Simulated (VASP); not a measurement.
Runs of VASP 6.6.1 on KBr. The structure is that of space group Pm-3m (No. 221), or close to it. The cells are those of the table. 

| task | level | potentials or basis | cell | cutoff (eV) | gap on the mesh (eV) | pressure (GPa) | relaxed volume (Å³/atom) |
| --- | --- | --- | --- | --- | --- | --- | --- |
| single point | PBEsol | VASP PAW PBE potentials, release 64 (K_sv, Br) | a = 3.935 Å, 2 atoms | 520 | 3.95 | 0.0 | - |
| relaxation of cell and atoms | r2SCAN | VASP PAW PBE potentials, release 64 (K_sv, Br) | relaxed from a = 4.039 Å, 2 atoms | 600 | 4.77 | 0.0 | (b) |
| single point | LDA | VASP PAW LDA potentials, release 64 (K_sv, Br) | a = 3.829 Å, 2 atoms | 520 | 4.04 | 0.1 | - |
| relaxation of cell and atoms | LDA | VASP PAW LDA potentials, release 64 (K_sv, Br) | relaxed from a = 4.039 Å, 2 atoms | 600 | 4.02 | 0.0 | 28.19 |
| relaxation of cell and atoms | PBEsol | VASP PAW PBE potentials, release 64 (K_sv, Br) | relaxed from a = 4.039 Å, 2 atoms | 600 | 3.95 | 0.0 | (a) |

Alike in all rows: no spin polarisation; k mesh 6 × 6 × 6; smearing fermi-dirac 0.02 eV.

**Question.** Estimate the missing entries.

**Answer.** (a) 30.53; (b) 31.44.

Caveats: the PAW data sets were made with another functional, which shifts forces and pressure a little (some runs).

A k mesh can miss the band edges, and the runs leave out spin-orbit coupling on Br.
